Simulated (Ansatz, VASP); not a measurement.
NaCl in VASP and in Ansatz

The input INCAR:

```
PREC     = Accurate       # precision mode
ENCUT    = 520            # plane-wave cutoff, eV
EDIFF    = 1E-6           # SCF threshold, eV
ISMEAR   = -1             # smearing method
SIGMA    = 0.02           # smearing width, eV
LREAL    = F              # projectors in reciprocal space
LASPH    = T              # aspherical terms in the spheres
NELM     = 100            # most SCF steps
ALGO     = Normal         # electronic algorithm
ISIF     = 2              # what is computed and relaxed
LWAVE    = F              # write WAVECAR
LCHARG   = F              # write CHGCAR
GGA      = PS             # functional
NBANDS   = 14             # bands
```

File KPOINTS:

```
regular mesh
0
Gamma
  8 8 8
```

POSCAR

```
NaCl
1.0
    2.8600000000     -0.0143000000     -0.0143000000
   -0.0143000000      2.8600000000     -0.0143000000
   -0.0143000000     -0.0143000000      2.8600000000
Na Cl
1 1
Direct
    0.0000000000      0.0000000000      0.0000000000
    0.5000000000      0.5000000000      0.5000000000
```

Input for Ansatz:

```yaml
crystal:
  lattice:
    - [2.86, -0.0143, -0.0143]
    - [-0.0143, 2.86, -0.0143]
    - [-0.0143, -0.0143, 2.86]
  atoms:
    - { symbol: Na, position: [0.0, 0.0, 0.0] }
    - { symbol: Cl, position: [0.5, 0.5, 0.5] }
kpoints:
  mp_grid: { grid: [8, 8, 8] }
  band_path:
    path:
      - [0.0, 0.0, 0.0]
      - [0.5, 0.0, 0.0]
      - [0.5, -0.5, 0.5]
      - [0.4901240068, -0.5098759932, 0.4901240068]
      - [0.4901240068, 0.4901240068, 0.4901240068]
      - [0.0, 0.0, 0.0]
      - [0.5, -0.5, 0.0]
    npoints: 5
scf:
  occupations: { method: fermi_dirac, width: 0.02 }
hamiltonian:
  xc: pbesol
  pseudopotentials: { kind: all_electron, lapw: { basis_error: 0.00025 } }
output:
  forces: true
  stress: true
  eigenvalues: true
```

Change from the starting cell: equal xy, yz and zx shear strains of -1 %.

Alike in both runs: task single point; functional PBEsol; k mesh 8 × 8 × 8; occupations fermi-dirac, width 0.02 eV; no spin polarisation.

|  | VASP | Ansatz |
| --- | --- | --- |
| version | VASP 6.6.1 | Ansatz 0.2.0 |
| potentials or method | VASP PAW PBE potentials, release 64 (Na_pv, Cl), cutoff 520 eV | all-electron LAPW, scalar-relativistic |

```csv
,VASP,Ansatz,Ansatz less VASP
gap on the k mesh at the Fermi level (eV),4.21,4.15,-0.052
pressure (GPa),60.1,59.5,-0.65
"traceless stress, the component that is largest in VASP (GPa)",0.77,0.75,-0.023
```

VASP's potentials were made for PBE, not for PBEsol. Both programs put the cell under a high pressure, so it lies far from rest at this level. Ansatz ran all-electron here, and VASP with PAW potentials.

Noted on VASP's run: the cell as given lies far from equilibrium.
